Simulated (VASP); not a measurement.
# AlIn2As3 (I-4m2) in VASP: single point with PBE

Aim: the single point of AlIn2As3 with PBE.

Program: VASP 6.6.1. These are calculated values, not measurements. Logs are shortened: lines on timing, memory, paths and dates and some standing lists are left out, and cuts for length are marked.

## Step 1: The cell of the first run

Symmetry: I-4m2, No. 119, tetragonal system. Conventional cell: a = 4.257 Å, b = 4.257 Å, c = 18.123 Å, α = 90.00°, β = 90.00°, γ = 90.00°. Within 3.3 Å of Al (site symmetry -4m2) lie 4 As at 2.52 Å. Within 3.5 Å of In (site symmetry 2mm) lie 4 As at 2.65 to 2.66 Å. As (site symmetry 2mm) has 2 Al at 2.52 Å and 2 In at 2.66 Å within 3.3 Å. Within 3.5 Å of As (site symmetry -4m2) lie 4 In at 2.65 Å.

## Step 2: Single point, PBE

INCAR reads:

```
SYSTEM = AlIn2As3
ALGO = Normal ; EDIFF = 1E-6
ENCUT = 500 ; GGA = PE
GGA_COMPAT = .FALSE. ; ISIF = 2
ISMEAR = 0 ; LASPH = .TRUE.
LCHARG = .FALSE. ; LREAL = .FALSE.
LWAVE = .FALSE. ; NBANDS = 31
NELM = 120 ; PREC = Accurate
SIGMA = 0.01
```

KPOINTS reads:

```
k-points
0
G
  12 12 12
  0 0 0
```

POSCAR reads:

```
AlIn2As3
1.0
   -2.1284633193      2.1284633193      9.0613466577
    2.1284633193     -2.1284633193      9.0613466577
    2.1284633193      2.1284633193     -9.0613466577
Al In As
1 2 3
Direct
    0.0000000000      0.0000000000      0.0000000000
    0.6624573508      0.6624573508      0.0000000000
    0.3375426492      0.3375426492      0.0000000000
    0.4260309273      0.9260309273      0.5000000000
    0.0739690727      0.5739690727      0.5000000000
    0.7500000000      0.2500000000      0.5000000000
```

Potentials or basis: VASP PAW PBE potentials, release 64 (Al, In_d, As).

The run is started by

```
$ cat potpaw_PBE.64/Al/POTCAR potpaw_PBE.64/In_d/POTCAR potpaw_PBE.64/As/POTCAR > POTCAR
$ mpirun -np 1 vasp_std > vasp.out
```

OUTCAR:

```text
SYSTEM = AlIn2As3
   EDIFF = 1E-6
   ENCUT = 500
   GGA = PE
   ISIF = 2
   ISMEAR = 0
   LASPH = .TRUE.
   LREAL = .FALSE.
   NELM = 120
   PREC = Accurate

 ion  position               nearest neighbor table
   1  0.000  0.000  0.000-   5 2.52   4 2.52   5 2.52   4 2.52
   2  0.662  0.662  0.000-   6 2.65   6 2.65   5 2.66   5 2.66
   3  0.338  0.338  0.000-   6 2.65   6 2.65   4 2.66   4 2.66
   4  0.426  0.926  0.500-   1 2.52   1 2.52   3 2.66   3 2.66
   5  0.074  0.574  0.500-   1 2.52   1 2.52   2 2.66   2 2.66
   6  0.750  0.250  0.500-   2 2.65   3 2.65   3 2.65   2 2.65

  LATTYP: Found a body centered tetragonal cell.
 ALAT       =     4.2569266386
 C/A-ratio  =     4.2572247196

  Lattice vectors:

 A1 = (  -2.1284633193,   2.1284633193,   9.0613466577)
 A2 = (   2.1284633193,  -2.1284633193,   9.0613466577)
 A3 = (   2.1284633193,   2.1284633193,  -9.0613466577)

Analysis of symmetry for initial positions (statically):
=====================================================================
 Subroutine PRICEL returns:
 Original cell was already a primitive cell.

 Routine SETGRP: Setting up the symmetry group for a
 body centered tetragonal supercell.

 Subroutine GETGRP returns: Found  8 space group operations
 (whereof  8 operations were pure point group operations)
 out of a pool of 16 trial point group operations.

The static configuration has the point symmetry D_2d.

Analysis of symmetry for dynamics (positions and initial velocities):
=====================================================================
 Subroutine PRICEL returns:
 Original cell was already a primitive cell.

 Routine SETGRP: Setting up the symmetry group for a
 body centered tetragonal supercell.

 Subroutine GETGRP returns: Found  8 space group operations
 (whereof  8 operations were pure point group operations)
 out of a pool of 16 trial point group operations.

The dynamic configuration has the point symmetry D_2d.

 Subroutine INISYM returns: Found  8 space group operations
 (whereof  8 operations are pure point group operations),
 and found     1 'primitive' translations

----------------------------------------------------------------------------------------

                                     Primitive cell

  volume of cell :     164.2045

  direct lattice vectors                    reciprocal lattice vectors
    -2.128463319  2.128463319  9.061346658     0.000000000  0.234911260  0.055179436
     2.128463319 -2.128463319  9.061346658     0.234911260  0.000000000  0.055179436
     2.128463319  2.128463319 -9.061346658     0.234911260  0.234911260  0.000000000

  length of vectors
     9.548231012  9.548231012  9.548231012     0.241304932  0.241304932  0.332214690

  position of ions in fractional coordinates (direct lattice)
     0.000000000  0.000000000  0.000000000
     0.662457351  0.662457351  0.000000000
     0.337542649  0.337542649  0.000000000
     0.426030927  0.926030927  0.500000000
     0.073969073  0.573969073  0.500000000
     0.750000000  0.250000000  0.500000000

  ion indices of the primitive-cell ions
   primitive index   ion index
                 1           1
                 2           2
                 3           3
                 4           4
                 5           5
                 6           6

----------------------------------------------------------------------------------------

 KPOINTS: k-points

Automatic generation of k-mesh.
 Grid dimensions read from file:
 generate k-points for:   12   12   12

 Generating k-lattice:

  Cartesian coordinates                     Fractional coordinates (reciprocal lattice)
     0.000000000  0.019575938  0.004598286     0.083333333 -0.000000000  0.000000000
     0.019575938  0.000000000  0.004598286    -0.000000000  0.083333333  0.000000000
     0.019575938  0.019575938  0.000000000     0.000000000  0.000000000  0.083333333

  Length of vectors
     0.020108744  0.020108744  0.027684557

  Shift w.r.t. Gamma in fractional coordinates (k-lattice)
     0.000000000  0.000000000  0.000000000

 Subroutine IBZKPT returns following result:
 ===========================================

 Found    163 irreducible k-points:

 Following reciprocal coordinates:
            Coordinates               Weight
  0.000000  0.000000  0.000000      1.000000
  0.083333 -0.000000  0.000000      8.000000
  0.166667 -0.000000  0.000000      8.000000
  0.250000  0.000000 -0.000000      8.000000
  0.333333 -0.000000  0.000000      8.000000
  0.416667 -0.000000  0.000000      8.000000
[... 16 lines left out ...]
  0.500000  0.166667  0.000000     16.000000
 -0.416667  0.166667  0.000000     16.000000
 [... further k-points ...]
   k-points           NKPTS =    163   k-points in BZ     NKDIM =    163   number of bands    NBANDS=     31
   number of dos      NEDOS =    301   number of ions     NIONS =      6
   total plane-waves  NPLWV = 343000
   dimension x,y,z NGX =    70 NGY =   70 NGZ =   70
   dimension x,y,z NGXF=   140 NGYF=  140 NGZF=  140
   ions per type =               1   2   3
   NGX,Y,Z   is equivalent  to a cutoff of  12.19, 12.19, 12.19 a.u.
   NGXF,Y,Z  is equivalent  to a cutoff of  24.38, 24.38, 24.38 a.u.
 SYSTEM =  AlIn2As3
   PREC   = accura    normal or accurate (medium, high low for compatibility)
   ISTART =      0    job   : 0-new  1-cont  2-samecut
   ICHARG =      2    charge: 1-file 2-atom 10-const
   ISPIN  =      1    spin polarized calculation?
   LNONCOLLINEAR =      F non collinear calculations
   LSORBIT =      F    spin-orbit coupling
   LASPH  =      T    aspherical Exc in radial PAW
   ENCUT  =  500.0 eV  36.75 Ry    6.06 a.u.  17.41 17.41 17.41*2*pi/ulx,y,z
   NELM   =    120;   NELMIN=  2; NELMDL= -5     # of ELM steps
   EDIFF  = 0.1E-05   stopping-criterion for ELM
   LREAL  =      F    real-space projection
   EDIFFG = 0.1E-04   stopping-criterion for IOM
   NSW    =      0    number of steps for IOM
   IBRION =     -1    ionic relax: 0-MD 1-quasi-New 2-CG
   NFREE  =      0    steps in history (QN), initial steepest desc. (CG)
   ISIF   =      2    stress and relaxation
   ISYM   =      2    0-nonsym 1-usesym 2-fastsym
   POTIM  = 0.5000    time-step for ionic-motion
   TEBEG  =    0.0;   TEEND  =   0.0 temperature during run
   PSTRESS=    0.0 pullay stress
   NELECT =      44.0000    total number of electrons
   NUPDOWN=      -1.0000    fix difference up-down
   EMIN   =  10.00;   EMAX   =-10.00  energy-range for DOS
   EFERMI =   0.00;   METHOD = LEGACY
   ISMEAR =     0;   SIGMA  =   0.01  broadening in eV -4-tet -1-fermi 0-gaus
   EFERMI_NEDOS =   21; number of points for ismear=-14 and -15
   IALGO  =     38    algorithm
   IMIX   =      4    mixing-type and parameters
     AMIX     =   0.40;   BMIX     =  1.00
     AMIX_MAG =   1.60;   BMIX_MAG =  1.00
  volume/ion in A,a.u.               =      27.37       184.68
  Fermi-wavevector in a.u.,A,eV,Ry     =   1.055433  1.994479 15.156060  1.113939
  Thomas-Fermi vector in A             =   2.190631
   LORBIT       =      0    0 simple, 1 ext, 2 COOP (PROOUT), +10 PAW based schemes
   GGA     = PE    functional components
   LHFCALC =     F    Hartree Fock is set to
   AEXX    =    0.0000 exact exchange contribution
   IVDW    =     0    specifies the selected vdW correction
   LEPSILON=     F    determine dielectric tensor
   LRPA    =     F    only Hartree local field effects (RPA)
 non-spin polarized calculation
 Gauss-broadening in eV      SIGMA  =   0.01
  energy-cutoff  :      500.00
  volume of cell :      164.20
 maximum number of plane-waves:      4185
 NGX is ok and might be reduce to    70
   NGX = 35   NGY = 35   NGZ = 35

 number of electron      44.0000008 magnetization

 Free energy of the ion-electron system (eV)
  ---------------------------------------------------
  ext. energy  EPLUGINS =         0.00000000
  ---------------------------------------------------
  free energy    TOTEN  =       -24.73547887 eV

  energy without entropy =      -24.73547887  energy(sigma->0) =      -24.73547887

 E-fermi :   3.9496     XC(G=0):  -8.8701

 val. band max:        3.8915525303   @ k =   0.0000   0.0000   0.0000
 cond. band min:       4.0008968920   @ k =   0.0000   0.0000   0.0000
 fundamental gap:      0.1093443617
 Fermi energy:         3.9495651959

 k-point     1 :       0.0000    0.0000    0.0000
  band No.  band energies     occupation
      1     -10.4540      2.00000
      2     -10.3799      2.00000
      3     -10.3103      2.00000
      4     -10.3103      2.00000
      5     -10.2769      2.00000
      6     -10.2769      2.00000
[... 23 lines left out ...]
     30       7.8703      0.00000
     31      10.8864      0.00000

 k-point     2 :       0.0833   -0.0000    0.0000
  band No.  band energies     occupation
      1     -10.4519      2.00000
      2     -10.3779      2.00000
      3     -10.3150      2.00000
      4     -10.3097      2.00000
      5     -10.2804      2.00000
      6     -10.2774      2.00000
[... 23 lines left out ...]
     30       8.0491      0.00000
     31      10.2546      0.00000

 k-point     3 :       0.1667   -0.0000    0.0000
  band No.  band energies     occupation
      1     -10.4470      2.00000
      2     -10.3732      2.00000
      3     -10.3270      2.00000
      4     -10.3081      2.00000
      5     -10.2891      2.00000
      6     -10.2790      2.00000
[... 23 lines left out ...]
     30       8.4784      0.00000
     31       9.5595      0.00000

 k-point     4 :       0.2500    0.0000   -0.0000
  band No.  band energies     occupation
      1     -10.4417      2.00000
      2     -10.3700      2.00000
      3     -10.3406      2.00000
      4     -10.3057      2.00000
      5     -10.2989      2.00000
      6     -10.2814      2.00000
[... 23 lines left out ...]
     30       8.8801      0.00000
     31       9.4570      0.00000

 k-point     5 :       0.3333   -0.0000    0.0000
  band No.  band energies     occupation
      1     -10.4385      2.00000
      2     -10.3753      2.00000
      3     -10.3462      2.00000
      4     -10.3059      2.00000
      5     -10.3028      2.00000
      6     -10.2843      2.00000
[... 23 lines left out ...]
     30       8.9691      0.00000
     31       9.3086      0.00000
[... 542 lines left out ...]
     30       9.2447      0.00000
     31       9.5416      0.00000

 k-point    22 :       0.4167    0.1667    0.0000
  band No.  band energies     occupation
      1     -10.4468      2.00000
      2     -10.3829      2.00000
      3     -10.3478      2.00000
      4     -10.2995      2.00000
      5     -10.2946      2.00000
      6     -10.2878      2.00000
[... 23 lines left out ...]
     30       9.3083      0.00000
     31       9.4762      0.00000

 k-point    23 :       0.5000    0.1667    0.0000
  band No.  band energies     occupation
      1     -10.4484      2.00000
      2     -10.3862      2.00000
      3     -10.3466      2.00000
      4     -10.2995      2.00000
      5     -10.2937      2.00000
      6     -10.2879      2.00000
[... 23 lines left out ...]
     30       9.2596      0.00000
     31       9.6278      0.00000

 k-point    24 :      -0.4167    0.1667    0.0000
  band No.  band energies     occupation
      1     -10.4471      2.00000
      2     -10.3825      2.00000
      3     -10.3476      2.00000
      4     -10.2996      2.00000
      5     -10.2946      2.00000
      6     -10.2879      2.00000
[... 23 lines left out ...]
     30       9.3004      0.00000
     31       9.7669      0.00000

 [... further k-points ...]
[... 5 lines left out ...]
  --------------------------------------------------------------------------------------
  -------------------------------------------------------------------------------------
  Total        0.0738741      0.0738741      0.0630378      0.0000000      0.0000000     -0.0000000
  in kB        0.7208050      0.7208050      0.6150731      0.0000000      0.0000000     -0.0000000
  external PRESSURE =       0.6855610 kB  Pullay stress =       0.0000000 kB

 VOLUME and BASIS-vectors are now :
 -----------------------------------------------------------------------------
  energy-cutoff  :      500.00
  volume of cell :      164.20
      direct lattice vectors                 reciprocal lattice vectors
    -2.128463319  2.128463319  9.061346658     0.000000000  0.234911260  0.055179436
     2.128463319 -2.128463319  9.061346658     0.234911260  0.000000000  0.055179436
     2.128463319  2.128463319 -9.061346658     0.234911260  0.234911260  0.000000000

 POSITION                                       TOTAL-FORCE (eV/Angst)
 -----------------------------------------------------------------------------------
      0.00000      0.00000      0.00000         0.000000     -0.000000      0.000000
      0.00000      0.00000     12.00551        -0.000000      0.000000      0.001016
      0.00000      0.00000      6.11718        -0.000000      0.000000     -0.001016
      2.12846     -0.00000      7.72083         0.000000      0.000000     -0.008020
      2.12846      0.00000      1.34052         0.000000      0.000000      0.008020
     -0.00000      2.12846      4.53067         0.000000     -0.000000     -0.000000
 -----------------------------------------------------------------------------------
    total drift:                                0.000000     -0.000000      0.000000

  FREE ENERGIE OF THE ION-ELECTRON SYSTEM (eV)
  ---------------------------------------------------
  free  energy   TOTEN  =       -24.7354788670 eV

  energy  without entropy=      -24.7354788670  energy(sigma->0) =      -24.73547887
```

Run time: 29 min. Hardware: 1 thread of Intel Xeon 6975P-C (Granite Rapids), shared host; peak memory 1.2 GiB.

Results:

```
Free energy            : -24.7355 eV
Pressure               : 0.1 GPa
Largest force          : 0.008 eV/Å
Band gap on the k mesh : 0.11 eV
```

Forces in eV/Å, atoms in the order of the input:
```
Al   0.000  0.000  0.000
In   0.000  0.000  0.001
In   0.000  0.000 -0.001
As   0.000  0.000 -0.008
As   0.000  0.000  0.008
As   0.000  0.000  0.000
```

Levels at points of the mesh, in eV from the valence-band top:
```csv
k point,band 20,band 21,band 22,band 23,band 24,band 25
"(0.00, 0.00, 0.00)",-0.21,0.00,0.00,0.11,1.77,1.98
"(0.50, 0.00, 0.00)",-0.93,-0.77,-0.67,1.09,2.23,2.50
"(0.50, 0.50, 0.00)",-2.56,-2.15,-2.14,1.55,1.93,3.03
"(0.50, 0.50, 0.50)",-0.92,-0.60,-0.60,1.39,1.98,2.44
```

Caveat: semilocal functionals underestimate gaps, and a narrow one can read as zero; spin-orbit coupling is left out, which moves the levels of the heavy elements.
